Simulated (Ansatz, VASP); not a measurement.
## ZnS: VASP beside Ansatz

```xyz
2
Lattice="0.0000 2.7020 2.7020 2.7020 0.0000 2.7020 2.7020 2.7020 0.0000" Properties=species:S:1:pos:R:3 pbc="T T T"
Zn    1.3510    1.3510    1.3510
S     0.0000    0.0000    0.0000
```

Alike in both runs: task single point; functional PBEsol; k mesh 6 × 6 × 6; occupations gaussian, width 0.02 eV; no spin polarisation.

|  | VASP | Ansatz |
| --- | --- | --- |
| version | VASP 6.6.1 | Ansatz 0.2.0 |
| potentials or method | VASP PAW PBE potentials, release 64 (Zn, S), cutoff 520 eV | plane waves, PAW |
| valence electrons in the cell | 18 | 18 |

|  | VASP | Ansatz | Ansatz less VASP |
| --- | --- | --- | --- |
| pressure (GPa) | -1.8 | -2.0 | -0.19 |

VASP's potentials were made for PBE, not for PBEsol. Ansatz's warnings: stress scf threshold loose.
